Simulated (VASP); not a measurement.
Runs of VASP 6.6.1 on TaN. The structure is that of space group Fm-3m (No. 225), or close to it. The cells are those of the table. 

```csv
cell,gap on the mesh (eV),pressure (GPa)
"a = 3.122 Å, angles 60.0°, 2 atoms",none,1.4
"a = 3.061 Å, angles 60.0°, 2 atoms",none,(a)
"a = 3.019 Å, angles 60.0°, 2 atoms",none,(b)
"a = 3.040 Å, angles 60.0°, 2 atoms",none,33.4
"a = 3.102 Å, angles 60.0°, 2 atoms",none,8.2
"a = 3.142 Å, angles 60.0°, 2 atoms",none,-4.8
```

Alike in all rows: task single point; level PBE; potentials or basis VASP PAW PBE potentials, release 64 (Ta_pv, N); no spin polarisation; k mesh 11 × 11 × 11; cutoff (eV) 520; smearing fermi-dirac 0.1 eV.

Question: Fill in the values left out.

Answer: (a) 24.1; (b) 43.8.

Caveats: spin-orbit coupling is left out, which moves the levels of the heavy elements.

A k mesh can miss the band edges, and the runs leave out spin-orbit coupling on Ta.

A gap of «none» marks levels without a gap at the run's occupations.
